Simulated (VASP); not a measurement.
# SnB17N18 (a cell with a defect) in VASP: notebook, part 3 of 3

VASP 6.6.1.

### 4 Single point, PBE

Contents of INCAR:

```
ALGO     = Normal         # electronic algorithm
EDIFF    = 1E-6           # SCF threshold, eV
ENCUT    = 520            # plane-wave cutoff, eV
GGA      = PE             # functional
ISIF     = 2              # what is computed and relaxed
ISMEAR   = -1             # smearing method
LASPH    = T              # aspherical terms in the spheres
LCHARG   = F              # write CHGCAR
LREAL    = Auto         
LWAVE    = F              # write WAVECAR
NBANDS   = 102            # bands
NELECT   = 156.0        
NELM     = 60             # most SCF steps
PREC     = Accurate       # precision mode
SIGMA    = 0.01           # smearing width, eV
```

Contents of KPOINTS:

```
Automatic mesh
0
Gamma
  2 2 2
  0.5 0.5 0.5
```

Contents of POSCAR:

```
SnB17N18
1.0
    7.4650312844      0.0000000000      0.0000000000
   -3.7325156422      6.4649067324      0.0000000000
    0.0000000000      0.0000000000      6.4954828762
B N Sn
17 18 1
Direct
    0.0843235803      0.2075206176      0.2340242641
    0.2443837061      0.1217048415      0.7520021576
    0.0839256028      0.5402147730      0.2408795156
    0.2444466579      0.4614054519      0.7502746141
    0.0839716421      0.8744719328      0.2412181046
    0.2451831787      0.7917173447      0.8009064444
    0.4158753330      0.2072096929      0.2117263600
    0.5757440765      0.1201085175      0.7735198510
    0.4158901036      0.5390981942      0.2116466136
    0.4184994167      0.8745127791      0.2465778260
    0.5753615994      0.7938458044      0.7675400968
    0.7526165242      0.2086573829      0.2367273608
    0.9124114969      0.1253367064      0.7641242583
    0.7458833334      0.5382641069      0.2562296023
    0.9167578289      0.4613261964      0.8183547849
    0.7525396161      0.8746763896      0.2347775189
    0.9164697693      0.7937106529      0.8137456419
    0.1342637838      0.2360926800      0.7437837165
    0.1947301803      0.0968558420      0.2314046160
    0.1371344145      0.5688715418      0.8006306934
    0.1945440411      0.4296801373      0.2318264766
    0.1363084799      0.9049582898      0.7984999056
    0.1960999601      0.7639422843      0.2539933165
    0.4570714422      0.2104125183      0.7212478763
    0.5288169216      0.0981279617      0.2398778542
    0.4563915027      0.5854038095      0.7105300991
    0.5222724182      0.4266610191      0.1860670188
    0.4674351610      0.9020453001      0.8030083607
    0.5288436702      0.7623767718      0.2364687233
    0.8016016007      0.2372325527      0.7787077951
    0.8617973666      0.0969914047      0.2412196747
    0.8172363265      0.5780330206      0.8447839087
    0.8641544144      0.4288830216      0.2341912827
    0.8014368681      0.9016314138      0.7724528079
    0.8643723115      0.7670177940      0.2345608730
    0.6368119629      0.4856439589      0.5876838513
```

Potentials or basis: VASP PAW PBE potentials, release 64 (B, N, Sn_d).

Command:

```console
$ cat potpaw_PBE.64/B/POTCAR potpaw_PBE.64/N/POTCAR potpaw_PBE.64/Sn_d/POTCAR > POTCAR
$ mpirun -np 1 vasp_std > vasp.out
```

OUTCAR:

```text
EDIFF = 1E-6
   ENCUT = 520
   GGA = PE
   ISIF = 2
   ISMEAR = -1
   LASPH = T
   LREAL = Auto
   NELECT = 156.0
   NELM = 60
   PREC = Accurate

 ion  position               nearest neighbor table
   1  0.084  0.208  0.234-  19 1.43  21 1.44  31 1.44
   2  0.244  0.122  0.752-  24 1.40  22 1.43  18 1.45
   3  0.084  0.540  0.241-  33 1.42  21 1.43  23 1.45
   4  0.244  0.461  0.750-  26 1.40  20 1.43  18 1.46
   5  0.084  0.874  0.241-  35 1.42  19 1.44  23 1.44
   6  0.245  0.792  0.801-  22 1.44  28 1.44  20 1.44
   7  0.416  0.207  0.212-  27 1.43  19 1.44  25 1.45
   8  0.576  0.120  0.774-  24 1.40  28 1.42  30 1.46  36 2.80
   9  0.416  0.539  0.212-  27 1.42  21 1.44  29 1.45
  10  0.418  0.875  0.247-  23 1.44  29 1.44  25 1.45
  11  0.575  0.794  0.768-  26 1.40  28 1.42  34 1.46  36 2.81
  12  0.753  0.209  0.237-  33 1.42  31 1.43  25 1.45
  13  0.912  0.125  0.764-  18 1.44  30 1.44  34 1.45
  14  0.746  0.538  0.256-  33 1.48  35 1.49  27 1.52  36 2.27
  15  0.917  0.461  0.818-  32 1.41  20 1.43  30 1.47  36 2.65
  16  0.753  0.875  0.235-  35 1.42  31 1.44  29 1.45
  17  0.916  0.794  0.814-  32 1.41  22 1.42  34 1.47  36 2.65
  18  0.134  0.236  0.744-  13 1.44   2 1.45   4 1.46
  19  0.195  0.097  0.231-   1 1.43   7 1.44   5 1.44
  20  0.137  0.569  0.801-   4 1.43  15 1.43   6 1.44
  21  0.195  0.430  0.232-   3 1.43   1 1.44   9 1.44
  22  0.136  0.905  0.798-  17 1.42   2 1.43   6 1.44
  23  0.196  0.764  0.254-  10 1.44   5 1.44   3 1.45
  24  0.457  0.210  0.721-   2 1.40   8 1.40  36 2.00
  25  0.529  0.098  0.240-  10 1.45  12 1.45   7 1.45
  26  0.456  0.585  0.711-   4 1.40  11 1.40  36 2.00
  27  0.522  0.427  0.186-   9 1.42   7 1.43  14 1.52  36 2.71
  28  0.467  0.902  0.803-  11 1.42   8 1.42   6 1.44
  29  0.529  0.762  0.236-  10 1.44  16 1.45   9 1.45
  30  0.802  0.237  0.779-  13 1.44   8 1.46  15 1.47
  31  0.862  0.097  0.241-  12 1.43  16 1.44   1 1.44
  32  0.817  0.578  0.845-  15 1.41  17 1.41  36 2.04
  33  0.864  0.429  0.234-   3 1.42  12 1.42  14 1.48
  34  0.801  0.902  0.772-  13 1.45  11 1.46  17 1.47
  35  0.864  0.767  0.235-  16 1.42   5 1.42  14 1.49
  36  0.637  0.486  0.588-  26 2.00  24 2.00  32 2.04  14 2.27  17 2.65  15 2.65  27 2.71   8 2.80
                            11 2.81

  LATTYP: Found a hexagonal cell.
 ALAT       =     7.4650312844
 C/A-ratio  =     0.8701213202

  Lattice vectors:

 A1 = (   7.4650312844,   0.0000000000,   0.0000000000)
 A2 = (  -3.7325156422,   6.4649067324,   0.0000000000)
 A3 = (   0.0000000000,   0.0000000000,   6.4954828762)

Analysis of symmetry for initial positions (statically):
=====================================================================
 Subroutine PRICEL returns:
 Original cell was already a primitive cell.

 Routine SETGRP: Setting up the symmetry group for a
 hexagonal supercell.

 Subroutine GETGRP returns: Found  1 space group operations
 (whereof  1 operations were pure point group operations)
 out of a pool of 24 trial point group operations.

The static configuration has the point symmetry C_1 .

Analysis of symmetry for dynamics (positions and initial velocities):
=====================================================================
 Subroutine PRICEL returns:
 Original cell was already a primitive cell.

 Routine SETGRP: Setting up the symmetry group for a
[... 131 lines left out ...]
  0.250000  0.250000  0.250000      2.000000
 -0.250000  0.500000  0.250000      2.000000
  0.500000  0.250000  0.250000      2.000000
 -0.250000 -0.250000  0.250000      2.000000
  0.250000  0.500000  0.250000      2.000000
  0.500000 -0.250000  0.250000      2.000000
 -0.250000  0.250000  0.250000      2.000000
 -0.250000 -0.000000  0.250000      2.000000
  0.000000 -0.250000  0.250000      2.000000
  0.250000 -0.250000  0.250000      2.000000
  0.250000  0.000000  0.250000      2.000000
  0.000000  0.250000  0.250000      2.000000
   k-points           NKPTS =     12   k-points in BZ     NKDIM =     12   number of bands    NBANDS=    102
   number of dos      NEDOS =    301   number of ions     NIONS =     36
   total plane-waves  NPLWV = 150528
   dimension x,y,z NGX =    56 NGY =   56 NGZ =   48
   dimension x,y,z NGXF=   112 NGYF=  112 NGZF=   96
   ions per type =              17  18   1
   NGX,Y,Z   is equivalent  to a cutoff of  12.47, 12.47, 12.29 a.u.
   NGXF,Y,Z  is equivalent  to a cutoff of  24.94, 24.94, 24.57 a.u.
 SYSTEM =  unknown system
   PREC   = accura    normal or accurate (medium, high low for compatibility)
   ISTART =      0    job   : 0-new  1-cont  2-samecut
   ICHARG =      2    charge: 1-file 2-atom 10-const
   ISPIN  =      1    spin polarized calculation?
   LNONCOLLINEAR =      F non collinear calculations
   LSORBIT =      F    spin-orbit coupling
   LASPH  =      T    aspherical Exc in radial PAW
   ENCUT  =  520.0 eV  38.22 Ry    6.18 a.u.  13.88 13.88 12.08*2*pi/ulx,y,z
   NELM   =     60;   NELMIN=  2; NELMDL= -5     # of ELM steps
   EDIFF  = 0.1E-05   stopping-criterion for ELM
   LREAL  =      T    real-space projection
   EDIFFG = 0.1E-04   stopping-criterion for IOM
   NSW    =      0    number of steps for IOM
   IBRION =     -1    ionic relax: 0-MD 1-quasi-New 2-CG
   NFREE  =      0    steps in history (QN), initial steepest desc. (CG)
   ISIF   =      2    stress and relaxation
   ISYM   =      2    0-nonsym 1-usesym 2-fastsym
   POTIM  = 0.5000    time-step for ionic-motion
   TEBEG  =    0.0;   TEEND  =   0.0 temperature during run
   PSTRESS=    0.0 pullay stress
   NELECT =     156.0000    total number of electrons
   NUPDOWN=      -1.0000    fix difference up-down
   EMIN   =  10.00;   EMAX   =-10.00  energy-range for DOS
   EFERMI =   0.00;   METHOD = LEGACY
   ISMEAR =    -1;   SIGMA  =   0.01  broadening in eV -4-tet -1-fermi 0-gaus
   EFERMI_NEDOS =   21; number of points for ismear=-14 and -15
   IALGO  =     38    algorithm
   IMIX   =      4    mixing-type and parameters
     AMIX     =   0.40;   BMIX     =  1.00
     AMIX_MAG =   1.60;   BMIX_MAG =  1.00
  volume/ion in A,a.u.               =       8.71        58.76
  Fermi-wavevector in a.u.,A,eV,Ry     =   1.297322  2.451584 22.899223  1.683045
  Thomas-Fermi vector in A             =   2.428722
   LORBIT       =      0    0 simple, 1 ext, 2 COOP (PROOUT), +10 PAW based schemes
   GGA     = PE    functional components
[... 5 lines left out ...]
 non-spin polarized calculation
  energy-cutoff  :      520.00
  volume of cell :      313.48
 maximum number of plane-waves:      8452
   NGX = 27   NGY = 27   NGZ = 25

 number of electron     155.9999998 magnetization

 Free energy of the ion-electron system (eV)
  ---------------------------------------------------
  ext. energy  EPLUGINS =         0.00000000
  ---------------------------------------------------
  free energy    TOTEN  =      -299.80671549 eV

  energy without entropy =     -299.80671549  energy(sigma->0) =     -299.80671549

 E-fermi :   5.2155     XC(G=0): -10.5975

 val. band max:        4.9183310811   @ k =  -0.2500  -0.0000   0.2500
 cond. band min:       7.5188491506   @ k =  -0.2500   0.5000   0.2500
 fundamental gap:      2.6005180695
 Fermi energy:         5.2155395098

 k-point     1 :       0.2500    0.2500    0.2500
  band No.  band energies     occupation
      1     -16.0877      2.00000
      2     -16.0095      2.00000
      3     -15.8009      2.00000
      4     -15.7129      2.00000
      5     -15.6433      2.00000
      6     -14.3037      2.00000
[... 1105 lines left out ...]
     89      10.0703      0.00000
     90      10.4840      0.00000
 [bands above 90 left out]

------------------------ aborting loop because EDIFF is reached ----------------------------------------

  FORCE on cell =-STRESS in cart. coord.  units (eV):
  Direction    XX          YY          ZZ          XY          YZ          ZX
  --------------------------------------------------------------------------------------
  -------------------------------------------------------------------------------------
  Total       42.2699759     40.7189753     31.5754418      0.5147703      0.3488121      0.2717646
  in kB      216.0415302    208.1143779    161.3818466      2.6309869      1.7827761      1.3889869
  external PRESSURE =     195.1792515 kB  Pullay stress =       0.0000000 kB

 VOLUME and BASIS-vectors are now :
 -----------------------------------------------------------------------------
  energy-cutoff  :      520.00
  volume of cell :      313.48
      direct lattice vectors                 reciprocal lattice vectors
     7.465031284  0.000000000  0.000000000     0.133957911  0.077340636  0.000000000
    -3.732515642  6.464906732  0.000000000     0.000000000  0.154681273  0.000000000
     0.000000000  0.000000000  6.495482876     0.000000000  0.000000000  0.153953142

 POSITION                                       TOTAL-FORCE (eV/Angst)
 -----------------------------------------------------------------------------------
     -0.14510      1.34160      1.52010        -0.216393      0.113067      0.036247
      1.37007      0.78681      4.88462         0.086915     -0.094040     -0.032924
     -1.38985      3.49244      1.56463        -0.192556      0.137584      0.028002
      0.10260      2.98294      4.87340         0.218477     -0.042380     -0.140309
     -2.63713      5.65338      1.56683        -0.115823      0.079146      0.006104
     -1.12480      5.11838      5.20227         0.187752     -0.047300      0.001342
[... 28 lines left out ...]
      3.58966      4.95870      1.52359         0.081914     -0.085870      0.025245
      2.94115      3.13964      3.81729         0.036285     -0.044298      0.013121
 -----------------------------------------------------------------------------------
    total drift:                                0.009695      0.011537     -0.003209

  FREE ENERGIE OF THE ION-ELECTRON SYSTEM (eV)
  ---------------------------------------------------
  free  energy   TOTEN  =      -299.8067154934 eV

  energy  without entropy=     -299.8067154934  energy(sigma->0) =     -299.80671549
```

Run time: 11 min. Hardware: 1 thread of Intel Xeon Platinum 8488C (Sapphire Rapids), shared host; peak memory 0.52 GiB.

Results:

| Property | Result |
| --- | --- |
| Free energy | -299.8067 eV |
| Largest force | 0.325 eV/Å |

Forces in eV/Å, atoms in the order of the input:
```
B   -0.216  0.113  0.036
B    0.087 -0.094 -0.033
B   -0.193  0.138  0.028
B    0.218 -0.042 -0.140
B   -0.116  0.079  0.006
B    0.188 -0.047  0.001
B   -0.102  0.136  0.047
B    0.114 -0.068  0.022
B   -0.119  0.066 -0.020
B   -0.140  0.089  0.028
B    0.207 -0.134 -0.035
B   -0.236  0.091 -0.072
B    0.112 -0.034  0.026
B   -0.133  0.056 -0.107
B    0.131 -0.042 -0.065
B   -0.172  0.098  0.010
B    0.057 -0.040  0.032
N   -0.078  0.048  0.022
N    0.134 -0.129 -0.006
N   -0.292  0.061  0.053
N    0.236 -0.130 -0.028
N   -0.096  0.107 -0.009
N    0.130 -0.113  0.020
N   -0.017  0.072 -0.014
N    0.162 -0.078 -0.033
N   -0.114  0.025  0.108
N    0.135  0.008 -0.025
N   -0.253  0.096 -0.005
N    0.154 -0.063 -0.001
N   -0.135  0.071 -0.022
N    0.286 -0.154  0.019
N   -0.073 -0.032  0.059
N    0.141 -0.047  0.025
N   -0.124  0.026  0.033
N    0.082 -0.086  0.025
Sn   0.036 -0.044  0.013
```

Levels at points of the mesh, in eV from the Fermi level:
```tsv
k point	band 76	band 77	band 78	band 79	band 80	band 81
(0.25, 0.25, 0.25)	-1.95	-1.70	-0.40	2.34	2.48	2.90
```

Caveat: the cell carries a net charge on a neutralising background, which shifts energy and pressure; the cell is charged against a uniform background, so pressure and absolute levels hang on convention; spin-orbit coupling is left out, which moves the levels of the heavy elements.
